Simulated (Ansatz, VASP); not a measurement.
Mo in VASP and in Ansatz

Contents of INCAR:

```
PREC = Accurate
ENCUT = 520
EDIFF = 1E-6
ISMEAR = 1
SIGMA = 0.3
LREAL = False
LASPH = True
NELM = 100
ALGO = Normal
ISIF = 2
LWAVE = False
LCHARG = False
GGA = CA
NBANDS = 13
```

File KPOINTS:

```
Automatic mesh
0
Gamma
  14 14 14
```

Contents of POSCAR:

```
Mo
1.0
   -1.5565618036      1.5565618036      1.5565618036
    1.5565618036     -1.5565618036      1.5565618036
    1.5565618036      1.5565618036     -1.5565618036
Mo
1
Direct
    0.0000000000      0.0000000000      0.0000000000
```

Input for Ansatz:

```yaml
crystal:
  lattice:
    - [-1.5565618036, 1.5565618036, 1.5565618036]
    - [1.5565618036, -1.5565618036, 1.5565618036]
    - [1.5565618036, 1.5565618036, -1.5565618036]
  atoms:
    - { symbol: Mo, position: [0.0, 0.0, 0.0] }
hamiltonian:
  xc: lda
  pseudopotentials:
    kind: paw
    azcp:
      Mo: "pseudopotentials/Mo.paw.azcp"
basis:
  ecutwfc: 420
  fft_grid_basis: typed
kpoints:
  mp_grid: { grid: [14, 14, 14], shift: [0, 0, 0] }
magnetization:
  spin_polarized: false
scf:
  occupations: { method: cold, width: 0.3 }
  lower_state_search: "off"
output:
  stress: true
```

Alike in both runs: task single point; functional LDA; k mesh 14 × 14 × 14; no spin polarisation.

|  | VASP | Ansatz |
| --- | --- | --- |
| version | VASP 6.6.1 | Ansatz 0.2.0 |
| potentials or method | VASP PAW LDA potentials, release 64 (Mo_sv), cutoff 520 eV | plane waves (420 eV) with PAW, scalar-relativistic |
| occupations | methfessel-paxton of order 1, width 0.3 eV | cold, width 0.3 eV |
| valence electrons in the cell | 14 | 14 |

Ansatz gave:

```
pressure (GPa) : 0.1
```

**Question.** What did VASP give for the same quantities?

**Answer.** Pressure (GPa): 1.3.

Ansatz warns that its potentials were made for another functional, while VASP's fit it. LDA's correlation is that of Perdew and Zunger in VASP and of Perdew and Wang (1992) in Ansatz.
